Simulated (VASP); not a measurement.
Crystal: TiS2.

```
Ti S
1.0
     3.41200    0.00000    0.00000
    -1.70600    2.95488    0.00000
     0.00000    0.00000    5.69500
Ti S
1 2
Cartesian
  0.0000 0.0000 0.0000
  0.0000 1.9699 1.4238
  1.7060 0.9850 4.2713
```

```yaml
Program: VASP 6.6.1
Task: relaxation of cell and atoms
Functional: PBE
Dispersion: D3(BJ)
Potentials_or_basis: VASP PAW PBE potentials, release 64 (Ti_sv, S)
Cutoff: 500 eV
k_mesh: 15 × 15 × 8
Occupations: gaussian, width 0.1 eV
Spin: no spin polarisation
```

At the start: pressure -3.0 GPa; volume 19.14 Å³/atom.

Task: How do energy, volume and symmetry change on relaxing?

Result: Over 15 steps the energy falls by 8.9 meV/atom and the volume is 17.97 Å³/atom (-6.1 %); space group P-3m1 (No. 164, to 0.05 Å).

Step by step:
| step | energy change (eV) | largest force (eV/Å) | pressure (GPa) | volume (Å³) |
| --- | --- | --- | --- | --- |
| 1 | 0.0000 | 0.1245 | -2.98 | 57.42 |
| 2 | -0.0032 | 0.5389 | 2.72 | 54.51 |
| 3 | -0.0156 | 0.2154 | -0.10 | 55.85 |
| 4 | -0.0193 | 0.1403 | -0.12 | 55.54 |
| 5 | -0.0210 | 0.0378 | -0.11 | 55.11 |
| 6 | -0.0228 | 0.0360 | -0.04 | 54.85 |
| 7 | -0.0261 | 0.0280 | 0.20 | 54.06 |
| 8 | -0.0264 | 0.0216 | 0.33 | 53.71 |
| 9 | -0.0247 | 0.1378 | -0.98 | 54.16 |
| 10 | -0.0265 | 0.0145 | 0.04 | 53.81 |
| 11 | -0.0265 | 0.0024 | 0.03 | 53.86 |
| 12 | -0.0265 | 0.0008 | 0.03 | 53.87 |
| 13 | -0.0265 | 0.0113 | -0.08 | 53.94 |
| 14 | -0.0266 | 0.0055 | -0.02 | 53.90 |
| 15 | -0.0266 | 0.0034 | -0.01 | 53.91 |

Final structure:
```cif
data_structure
_symmetry_space_group_name_H-M 'P 1'
_symmetry_Int_Tables_number 1
_cell_length_a 3.3588
_cell_length_b 3.3588
_cell_length_c 5.5181
_cell_angle_alpha 90.000
_cell_angle_beta 90.000
_cell_angle_gamma 120.000
_cell_volume 53.91
loop_
_atom_site_label
_atom_site_type_symbol
_atom_site_fract_x
_atom_site_fract_y
_atom_site_fract_z
_atom_site_occupancy
Ti1 Ti 0.00000 0.00000 0.00000 1
S1 S 0.33333 0.66667 0.25895 1
S2 S 0.66667 0.33333 0.74105 1
```

Caveat: pairwise dispersion overbinds metals, which lowers pressure and volume.
